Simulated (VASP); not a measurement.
SrNiF6: single point with LDA+U

The system is SrNiF6.

```
CELL_PARAMETERS angstrom
3.53700 2.04209 2.21867
-3.53700 2.04209 2.21867
0.00000 -4.08418 2.21867
ATOMIC_POSITIONS crystal
Sr 0.50000 0.50000 0.50000
Ni 0.00000 0.00000 0.00000
F 0.27600 0.91600 0.27600
F 0.27600 0.27600 0.91600
F 0.91600 0.27600 0.27600
F 0.72400 0.08400 0.72400
F 0.08400 0.72400 0.72400
F 0.72400 0.72400 0.08400
```

* Program: VASP 6.6.1
* Task: single point
* Functional: LDA
* Potentials or basis: VASP PAW LDA potentials, release 64 (Sr_sv, Ni, F)
* Cutoff: 520 eV
* k mesh: 4 × 4 × 4
* Occupations: gaussian, width 0.05 eV
* Spin: collinear spin, ferromagnetic start
* Starting moments: [0.0, 4.0, 0.0, 0.0, 0.0, 0.0, 0.0, 0.0] μB
* Hubbard terms: Ni d U = 2.0 eV, J = 0.7 eV
* Dipole correction: no
* LDAUTYPE: 1
* Hund's J: 0.7
* Further INCAR settings: ALGO = Normal; EDIFF = 1e-06; NBANDS = 45

```
Pressure                                              : -8.0 GPa
Largest force                                         : 0.855 eV/Å
Band gap on the k mesh                                : 1.22 eV, indirect (least direct gap 1.23 eV)
Net moment                                            : 0.00 μB per cell
Valence electrons inside the program's atomic spheres : Sr 7.88; Ni 9.43; F 6.02
```

Forces in eV/Å, atoms in the order of the input:
```
Sr   0.000  0.000  0.000
Ni   0.000  0.000  0.000
F   -0.737  0.425 -0.082
F    0.000 -0.851 -0.082
F    0.737  0.425 -0.082
F    0.737 -0.425  0.082
F   -0.737 -0.425  0.082
F    0.000  0.851  0.082
```

Stress tensor (GPa, compression positive):
```
-8.70  0.00  0.00
 0.00 -8.70  0.00
 0.00  0.00 -6.55
```

Levels at points of the mesh, in eV from the valence-band top:
Spin up:
```
           k point  band 28  band 29  band 30  band 31  band 32  band 33  band 34  band 35
(0.00, 0.00, 0.00)    -0.71    -0.71    -0.63    -0.07     1.22     1.22     7.74    10.12
(0.50, 0.00, 0.00)    -0.66    -0.60    -0.34    -0.25     1.49     1.68     9.25     9.60
(0.50, 0.50, 0.00)    -0.87    -0.81    -0.73     0.00     1.23     1.69     9.07     9.34
(0.50, 0.50, 0.50)    -0.83    -0.50    -0.27    -0.27     1.26     1.26     9.20     9.20
```
Spin down:
```csv
k point,band 29,band 30,band 31,band 32,band 33,band 34
"(0.00, 0.00, 0.00)",-0.71,-0.63,-0.07,1.22,1.22,7.74
"(0.50, 0.00, 0.00)",-0.60,-0.34,-0.25,1.49,1.68,9.25
"(0.50, 0.50, 0.00)",-0.81,-0.73,0.00,1.23,1.69,9.07
"(0.50, 0.50, 0.50)",-0.50,-0.27,-0.27,1.26,1.26,9.20
```

Eigenvalues of the final occupation matrices:
| site | spin | trace | eigenvalues |
| --- | --- | --- | --- |
| site 2 d | 1 | 4.09 | 0.55 0.55 0.99 0.99 0.99 |
| site 2 d | 2 | 4.09 | 0.55 0.55 0.99 0.99 0.99 |

It took 57 s on 1 thread of AMD EPYC 9R45 (Zen 5) (shared host), peak memory 0.21 GiB.

Caveat: the starting moments collapsed, and a magnetic state may lie lower. A k mesh can miss the band edges.
